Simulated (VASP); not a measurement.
# CsRb2 (Fd-3m) in VASP: further runs

CsRb2 is run at these levels: PBE; tasks: single point, relaxation of cell and atoms.

All numbers are computed with VASP 6.6.1; they aren't measurements. Logs are shortened: lines on timing, memory, paths and dates and some standing lists are left out, and cuts for length are marked.

## (1) The cell of the first run

The structure is cubic, space group Fd-3m (No. 227). The conventional cell has a = 13.042 Å, b = 13.042 Å, c = 13.042 Å, α = 90.00°, β = 90.00°, γ = 90.00°.

## (2) Single point, PBE

INCAR

```
PREC = Accurate
ENCUT = 520
EDIFF = 1E-6
ISMEAR = 0
SIGMA = 0.1
LREAL = F
LASPH = T
NELM = 60
ALGO = Fast
ISIF = 2
LWAVE = F
LCHARG = F
GGA = PE
NBANDS = 36
```

KPOINTS

```
regular mesh
0
Gamma
  4 4 4
```

POSCAR

```
CsRb2
1.0
    0.0000000000      6.5211388675      6.5211388675
    6.5211388675      0.0000000000      6.5211388675
    6.5211388675      6.5211388675      0.0000000000
Cs Rb
2 4
Direct
    0.0000000000      0.0000000000      0.0000000000
    0.2500000000      0.2500000000      0.2500000000
    0.6250000000      0.6250000000      0.6250000000
    0.1250000000      0.6250000000      0.6250000000
    0.6250000000      0.6250000000      0.1250000000
    0.6250000000      0.1250000000      0.6250000000
```

Potentials or basis: VASP PAW PBE potentials, release 64 (Cs_sv, Rb_sv).

Run with:

```console
$ cat potpaw_PBE.64/Cs_sv/POTCAR potpaw_PBE.64/Rb_sv/POTCAR > POTCAR
$ mpirun -np 1 vasp_std > vasp.out
```

OUTCAR:

```text
PREC = Accurate
   ENCUT = 520
   EDIFF = 1E-6
   ISMEAR = 0
   LREAL = F
   LASPH = T
   NELM = 60
   ISIF = 2
   GGA = PE

 ion  position               nearest neighbor table
   1  0.000  0.000  0.000-
   2  0.250  0.250  0.250-
   3  0.625  0.625  0.625-   4 4.61   5 4.61   6 4.61   5 4.61   6 4.61   4 4.61
   4  0.125  0.625  0.625-   3 4.61   5 4.61   6 4.61   3 4.61   5 4.61   6 4.61
   5  0.625  0.625  0.125-   3 4.61   3 4.61   4 4.61   6 4.61   6 4.61   4 4.61
   6  0.625  0.125  0.625-   3 4.61   5 4.61   3 4.61   4 4.61   5 4.61   4 4.61

  LATTYP: Found a face centered cubic cell.
 ALAT       =    13.0422777350

  Lattice vectors:

 A1 = (   0.0000000000,   6.5211388675,   6.5211388675)
 A2 = (   6.5211388675,   0.0000000000,   6.5211388675)
 A3 = (   6.5211388675,   6.5211388675,   0.0000000000)

Analysis of symmetry for initial positions (statically):
=====================================================================
 Subroutine PRICEL returns:
 Original cell was already a primitive cell.

 Routine SETGRP: Setting up the symmetry group for a
 face centered cubic supercell.

 Subroutine GETGRP returns: Found 48 space group operations
 (whereof 24 operations were pure point group operations)
 out of a pool of 48 trial point group operations.

The static configuration has the point symmetry T_d .
 The point group associated with its full space group is O_h .

Analysis of symmetry for dynamics (positions and initial velocities):
=====================================================================
 Subroutine PRICEL returns:
 Original cell was already a primitive cell.

 Routine SETGRP: Setting up the symmetry group for a
 face centered cubic supercell.

 Subroutine GETGRP returns: Found 48 space group operations
 (whereof 24 operations were pure point group operations)
 out of a pool of 48 trial point group operations.

The dynamic configuration has the point symmetry T_d .
 The point group associated with its full space group is O_h .

 Subroutine INISYM returns: Found 48 space group operations
 (whereof 24 operations are pure point group operations),
 and found     1 'primitive' translations

----------------------------------------------------------------------------------------

                                     Primitive cell

  volume of cell :     554.6261

  direct lattice vectors                    reciprocal lattice vectors
     0.000000000  6.521138868  6.521138868    -0.076673724  0.076673724  0.076673724
     6.521138868  0.000000000  6.521138868     0.076673724 -0.076673724  0.076673724
     6.521138868  6.521138868  0.000000000     0.076673724  0.076673724 -0.076673724

  length of vectors
     9.222283029  9.222283029  9.222283029     0.132802785  0.132802785  0.132802785

  position of ions in fractional coordinates (direct lattice)
     0.000000000  0.000000000  0.000000000
     0.250000000  0.250000000  0.250000000
     0.625000000  0.625000000  0.625000000
     0.125000000  0.625000000  0.625000000
     0.625000000  0.625000000  0.125000000
     0.625000000  0.125000000  0.625000000

  ion indices of the primitive-cell ions
   primitive index   ion index
                 1           1
                 2           2
                 3           3
                 4           4
                 5           5
                 6           6

----------------------------------------------------------------------------------------

 KPOINTS: regular mesh

Automatic generation of k-mesh.
 Grid dimensions read from file:
 generate k-points for:    4    4    4

 Generating k-lattice:

  Cartesian coordinates                     Fractional coordinates (reciprocal lattice)
    -0.019168431  0.019168431  0.019168431     0.250000000  0.000000000  0.000000000
     0.019168431 -0.019168431  0.019168431     0.000000000  0.250000000  0.000000000
     0.019168431  0.019168431 -0.019168431     0.000000000  0.000000000  0.250000000

  Length of vectors
     0.033200696  0.033200696  0.033200696

  Shift w.r.t. Gamma in fractional coordinates (k-lattice)
     0.000000000  0.000000000  0.000000000

 Subroutine IBZKPT returns following result:
 ===========================================

 Found      8 irreducible k-points:

 Following reciprocal coordinates:
            Coordinates               Weight
  0.000000  0.000000  0.000000      1.000000
  0.250000  0.000000  0.000000      8.000000
  0.500000  0.000000  0.000000      4.000000
  0.250000  0.250000  0.000000      6.000000
  0.500000  0.250000  0.000000     24.000000
 -0.250000  0.250000  0.000000     12.000000
  0.500000  0.500000  0.000000      3.000000
 -0.250000  0.500000  0.250000      6.000000
   k-points           NKPTS =      8   k-points in BZ     NKDIM =      8   number of bands    NBANDS=     36
   number of dos      NEDOS =    301   number of ions     NIONS =      6
   total plane-waves  NPLWV = 343000
   dimension x,y,z NGX =    70 NGY =   70 NGZ =   70
   dimension x,y,z NGXF=   140 NGYF=  140 NGZF=  140
   ions per type =               2   4
   NGX,Y,Z   is equivalent  to a cutoff of  12.62, 12.62, 12.62 a.u.
   NGXF,Y,Z  is equivalent  to a cutoff of  25.24, 25.24, 25.24 a.u.
 SYSTEM =  unknown system
   PREC   = accura    normal or accurate (medium, high low for compatibility)
   ISTART =      0    job   : 0-new  1-cont  2-samecut
   ICHARG =      2    charge: 1-file 2-atom 10-const
   ISPIN  =      1    spin polarized calculation?
   LNONCOLLINEAR =      F non collinear calculations
   LSORBIT =      F    spin-orbit coupling
   LASPH  =      T    aspherical Exc in radial PAW
   ENCUT  =  520.0 eV  38.22 Ry    6.18 a.u.  17.15 17.15 17.15*2*pi/ulx,y,z
   NELM   =     60;   NELMIN=  2; NELMDL= -5     # of ELM steps
   EDIFF  = 0.1E-05   stopping-criterion for ELM
   LREAL  =      F    real-space projection
   EDIFFG = 0.1E-04   stopping-criterion for IOM
   NSW    =      0    number of steps for IOM
   IBRION =     -1    ionic relax: 0-MD 1-quasi-New 2-CG
   NFREE  =      0    steps in history (QN), initial steepest desc. (CG)
   ISIF   =      2    stress and relaxation
   ISYM   =      2    0-nonsym 1-usesym 2-fastsym
   POTIM  = 0.5000    time-step for ionic-motion
   TEBEG  =    0.0;   TEEND  =   0.0 temperature during run
   PSTRESS=    0.0 pullay stress
   NELECT =      54.0000    total number of electrons
   NUPDOWN=      -1.0000    fix difference up-down
   EMIN   =  10.00;   EMAX   =-10.00  energy-range for DOS
   EFERMI =   0.00;   METHOD = LEGACY
   ISMEAR =     0;   SIGMA  =   0.10  broadening in eV -4-tet -1-fermi 0-gaus
   EFERMI_NEDOS =   21; number of points for ismear=-14 and -15
   IALGO  =     68    algorithm
   IMIX   =      4    mixing-type and parameters
     AMIX     =   0.40;   BMIX     =  1.00
     AMIX_MAG =   1.60;   BMIX_MAG =  1.00
  volume/ion in A,a.u.               =      92.44       623.80
  Fermi-wavevector in a.u.,A,eV,Ry     =   0.753135  1.423218  7.717385  0.567212
  Thomas-Fermi vector in A             =   1.850505
   LORBIT       =      0    0 simple, 1 ext, 2 COOP (PROOUT), +10 PAW based schemes
   GGA     = PE    functional components
   LHFCALC =     F    Hartree Fock is set to
   AEXX    =    0.0000 exact exchange contribution
   IVDW    =     0    specifies the selected vdW correction
   LEPSILON=     F    determine dielectric tensor
   LRPA    =     F    only Hartree local field effects (RPA)
 non-spin polarized calculation
 RMM-DIIS sequential band-by-band and
 Gauss-broadening in eV      SIGMA  =   0.10
  energy-cutoff  :      520.00
  volume of cell :      554.63
 maximum number of plane-waves:     15065
 NGX is ok and might be reduce to    70
   NGX = 35   NGY = 35   NGZ = 35

 number of electron      53.9999997 magnetization

 Free energy of the ion-electron system (eV)
  ---------------------------------------------------
  ext. energy  EPLUGINS =         0.00000000
  ---------------------------------------------------
  free energy    TOTEN  =        -5.39397261 eV

  energy without entropy =       -5.36286178  energy(sigma->0) =       -5.37841719

 E-fermi :   0.4391     XC(G=0):  -5.6027

 val. band max:        0.3043241401   @ k =   0.2500   0.2500   0.0000
 cond. band min:       0.4688920656   @ k =   0.5000   0.2500   0.0000
 fundamental gap:      0.1645679255
 Fermi energy:         0.4391032054

 k-point     1 :       0.0000    0.0000    0.0000
  band No.  band energies     occupation
      1     -28.5608      2.00000
      2     -28.5517      2.00000
      3     -28.5517      2.00000
      4     -28.5517      2.00000
      5     -23.3590      2.00000
      6     -23.3566      2.00000
[... 28 lines left out ...]
     35       1.4978      0.00000
     36       1.6367      0.00000

 k-point     2 :       0.2500    0.0000    0.0000
  band No.  band energies     occupation
      1     -28.5599      2.00000
      2     -28.5527      2.00000
      3     -28.5517      2.00000
      4     -28.5517      2.00000
      5     -23.3588      2.00000
      6     -23.3568      2.00000
[... 28 lines left out ...]
     35       1.6321      0.00000
     36       2.0113      0.00000

 k-point     3 :       0.5000    0.0000    0.0000
  band No.  band energies     occupation
      1     -28.5586      2.00000
      2     -28.5540      2.00000
      3     -28.5517      2.00000
      4     -28.5517      2.00000
      5     -23.3584      2.00000
      6     -23.3572      2.00000
[... 28 lines left out ...]
     35       1.8636      0.00000
     36       2.0171      0.00000

 k-point     4 :       0.2500    0.2500    0.0000
  band No.  band energies     occupation
      1     -28.5595      2.00000
      2     -28.5531      2.00000
      3     -28.5517      2.00000
      4     -28.5517      2.00000
      5     -23.3587      2.00000
      6     -23.3569      2.00000
[... 28 lines left out ...]
     35       1.7678      0.00000
     36       1.7869      0.00000

 k-point     5 :       0.5000    0.2500    0.0000
  band No.  band energies     occupation
      1     -28.5579      2.00000
      2     -28.5547      2.00000
      3     -28.5517      2.00000
      4     -28.5517      2.00000
      5     -23.3582      2.00000
      6     -23.3573      2.00000
[... 28 lines left out ...]
     35       1.9350      0.00000
     36       2.0573      0.00000

 k-point     6 :      -0.2500    0.2500    0.0000
  band No.  band energies     occupation
      1     -28.5586      2.00000
      2     -28.5540      2.00000
      3     -28.5517      2.00000
      4     -28.5517      2.00000
      5     -23.3584      2.00000
      6     -23.3572      2.00000
[... 28 lines left out ...]
     35       1.8334      0.00000
     36       2.0016      0.00000

 k-point     7 :       0.5000    0.5000    0.0000
  band No.  band energies     occupation
      1     -28.5563      2.00000
      2     -28.5563      2.00000
      3     -28.5517      2.00000
      4     -28.5517      2.00000
      5     -23.3578      2.00000
      6     -23.3578      2.00000
[... 28 lines left out ...]
     35       1.9479      0.00000
     36       1.9523      0.00000

 k-point     8 :      -0.2500    0.5000    0.2500
  band No.  band energies     occupation
      1     -28.5563      2.00000
      2     -28.5563      2.00000
      3     -28.5517      2.00000
      4     -28.5517      2.00000
      5     -23.3578      2.00000
      6     -23.3578      2.00000
[... 28 lines left out ...]
     35       1.9577      0.00000
     36       1.9697      0.00000

------------------------ aborting loop because EDIFF is reached ----------------------------------------

  FORCE on cell =-STRESS in cart. coord.  units (eV):
  Direction    XX          YY          ZZ          XY          YZ          ZX
  --------------------------------------------------------------------------------------
  -------------------------------------------------------------------------------------
  Total        0.9399127      0.9399127      0.9399127      0.0000000      0.0000000     -0.0000000
  in kB        2.7151745      2.7151745      2.7151745      0.0000000      0.0000000     -0.0000000
  external PRESSURE =       2.7151745 kB  Pullay stress =       0.0000000 kB

 VOLUME and BASIS-vectors are now :
 -----------------------------------------------------------------------------
  energy-cutoff  :      520.00
  volume of cell :      554.63
      direct lattice vectors                 reciprocal lattice vectors
     0.000000000  6.521138868  6.521138868    -0.076673724  0.076673724  0.076673724
     6.521138868  0.000000000  6.521138868     0.076673724 -0.076673724  0.076673724
     6.521138868  6.521138868  0.000000000     0.076673724  0.076673724 -0.076673724

 POSITION                                       TOTAL-FORCE (eV/Angst)
 -----------------------------------------------------------------------------------
      0.00000      0.00000      0.00000         0.000000      0.000000     -0.000000
      3.26057      3.26057      3.26057        -0.000000     -0.000000      0.000000
      8.15142      8.15142      8.15142         0.000000      0.000000     -0.000000
      8.15142      4.89085      4.89085         0.000000      0.000000     -0.000000
      4.89085      4.89085      8.15142         0.000000      0.000000     -0.000000
      4.89085      8.15142      4.89085         0.000000      0.000000     -0.000000
 -----------------------------------------------------------------------------------
    total drift:                               -0.000000     -0.000000     -0.000000

  FREE ENERGIE OF THE ION-ELECTRON SYSTEM (eV)
  ---------------------------------------------------
  free  energy   TOTEN  =        -5.3939726058 eV

  energy  without entropy=       -5.3628617805  energy(sigma->0) =       -5.37841719
```

Wall time 3 min (1 thread of AMD EPYC 9R45 (Zen 5), shared host); peak memory 0.7 GiB.

Results:

| Item | Value |
| --- | --- |
| Free energy | -5.3940 eV |
| Pressure | 0.3 GPa |
| Band gap on the k mesh | zero (bands 27 and 28 overlap by 0.99 eV) |

Levels at points of the mesh, in eV from the Fermi level:
```csv
k point,band 23,band 24,band 25,band 26,band 27,band 28,band 29,band 30
"(0.00, 0.00, 0.00)",-10.59,-10.59,-2.06,0.41,0.41,0.41,0.41,0.81
"(0.50, 0.00, 0.00)",-10.59,-10.59,-1.32,-1.13,0.21,0.21,0.36,0.62
"(0.50, 0.50, 0.00)",-10.59,-10.59,-1.00,-1.00,-0.16,-0.16,0.09,0.09
```

Caveat: spin-orbit coupling is left out, which moves the levels of the heavy elements.

[end of part 1 of 2]

The gap in the log of VASP goes by the Fermi energy; the results here count the filled bands.